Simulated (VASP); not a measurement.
Crystal: Sb.

```
Sb
1.0
    -1.72277    1.72277    2.62094
     1.72277   -1.72277    2.62094
     1.72277    1.72277   -2.62094
Sb
1
Direct
  0.00000 0.00000 0.00000
```

* Program: VASP 6.6.1
* Task: relaxation of cell and atoms
* Functional: PBE
* Potentials or basis: VASP PAW PBE potentials, release 64 (Sb)
* Cutoff: 600 eV
* k mesh: 8 × 8 × 8
* Occupations: gaussian, width 0.1 eV
* Spin: no spin polarisation

At the start: pressure -5.7 GPa; volume 31.12 Å³/atom.

Question: How do energy, volume and symmetry change on relaxing?

Answer: Over 22 steps the energy falls by 88.4 meV/atom and the volume is 28.16 Å³/atom (-9.5 %); space group I4/mmm (No. 139, to 0.05 Å).

Step by step:
| step | energy change (eV) | largest force (eV/Å) | pressure (GPa) | volume (Å³) |
| --- | --- | --- | --- | --- |
| 1 | 0.0000 | 0.0000 | -5.70 | 31.12 |
| 2 | -0.0613 | 0.0000 | 2.88 | 26.39 |
| 3 | -0.0713 | 0.0000 | 0.04 | 27.54 |
| 4 | -0.0713 | 0.0000 | -0.12 | 27.60 |
| 5 | -0.0714 | 0.0000 | -0.13 | 27.60 |
| 6 | -0.0717 | 0.0000 | -0.18 | 27.60 |
| 7 | -0.0731 | 0.0000 | -0.27 | 27.59 |
| 8 | -0.0780 | 0.0000 | -0.08 | 27.56 |
| 9 | -0.0817 | 0.0000 | 0.61 | 27.43 |
| 10 | -0.0510 | 0.0000 | 4.00 | 26.94 |
| 11 | -0.0826 | 0.0000 | 0.91 | 27.39 |
| 12 | -0.0826 | 0.0000 | 1.12 | 27.36 |
| 13 | -0.0826 | 0.0000 | 1.11 | 27.36 |
| 14 | -0.0828 | 0.0000 | 1.08 | 27.39 |
| 15 | -0.0831 | 0.0000 | 1.03 | 27.44 |
| 16 | -0.0843 | 0.0000 | 0.99 | 27.54 |
| 17 | -0.0870 | 0.0000 | 0.97 | 27.73 |
| 18 | -0.0874 | 0.0000 | 0.81 | 27.80 |
| 19 | -0.0881 | 0.0000 | 0.32 | 28.01 |
| 20 | -0.0882 | 0.0000 | 0.16 | 28.08 |
| 21 | -0.0882 | 0.0000 | 0.13 | 28.10 |
| 22 | -0.0884 | 0.0000 | 0.05 | 28.16 |

Final structure:
```
Sb
1.0
    -1.55677    1.55677    2.90503
     1.55677   -1.55677    2.90503
     1.55677    1.55677   -2.90503
Sb
1
Direct
  0.00000 0.00000 0.00000
```
